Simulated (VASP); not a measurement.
Runs of VASP 6.6.1 on C. The structure is that of space group I4_1/amd (No. 141), or close to it. The cells are those of the table. 

```tsv
cell	gap on the mesh (eV)	pressure (GPa)
a = 2.459, b = 2.459, c = 2.915 Å, angles 53.6, 53.6, 72.7°, 2 atoms	none	0.4
a = 2.455, b = 2.455, c = 2.835 Å, angles 54.7, 54.7, 70.5°, 2 atoms	none	0.9
a = 2.684, b = 2.684, c = 2.314 Å, angles 64.5, 64.5, 51.1°, 2 atoms	0.85	(b)
a = 2.812, b = 2.812, c = 2.206 Å, angles 66.9, 66.9, 46.2°, 2 atoms	none	10.1
a = 2.474, b = 2.474, c = 2.666 Å, angles 57.4, 57.4, 65.2°, 2 atoms	(a)	1.1
a = 2.495, b = 2.495, c = 2.597 Å, angles 58.6, 58.6, 62.7°, 2 atoms	2.12	0.8
a = 2.755, b = 2.755, c = 2.250 Å, angles 65.9, 65.9, 48.2°, 2 atoms	none	7.4
a = 2.460, b = 2.460, c = 2.743 Å, angles 56.1, 56.1, 67.8°, 2 atoms	none	(c)
```

Alike in all rows: task single point; level PBE; potentials or basis VASP PAW PBE potentials, release 64 (C); no spin polarisation; k mesh 12 × 12 × 12; cutoff (eV) 520; smearing gaussian 0.05 eV.

**Question.** Estimate the missing entries.

**Answer.** (a) 0.30; (b) 4.0; (c) 1.3.

A k mesh can miss the band edges.

A gap of «none» marks levels without a gap at the run's occupations.
